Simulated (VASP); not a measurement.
V, 1 atom in the cell. The structure is tetragonal, space group I4/mmm (No. 139). The conventional cell has a = 2.935 Å, b = 2.935 Å, c = 2.981 Å, α = 90.00°, β = 90.00°, γ = 90.00°. Within 3.4 Å of V (site symmetry 4/mmm) lie 14 V at 2.56 to 2.98 Å.  This cell differs from its parent crystal: strain -0.030 along x and y, -0.015 along z.

```yaml
Program: VASP 6.6.1
Task: single point
Functional: PBE
Potentials_or_basis: VASP PAW PBE potentials, release 64 (V_sv)
Cutoff: 520 eV
k_mesh: 22 × 22 × 22
Occupations: gaussian, width 0.15 eV
Spin: no spin polarisation
Dipole_correction: no
Further_INCAR_settings: ALGO = Fast; EDIFF = 1e-07; NBANDS = 12
```

Potentials or basis: VASP PAW PBE potentials, release 64 (V_sv).

The run is started by

```sh
$ cat potpaw_PBE.64/V_sv/POTCAR > POTCAR
$ mpirun -np 1 vasp_std > vasp.out
```

Hardware: 1 thread of Intel(R) Xeon(R) Platinum 8488C (Sapphire Rapids) (shared host).

**Question.** How long does it take, and how much memory?

**Answer.** Wall time 71 s on 1 thread of Intel(R) Xeon(R) Platinum 8488C (Sapphire Rapids), on a shared host, peak memory 0.23 GiB. Counts: scf iterations 15, k points 834.
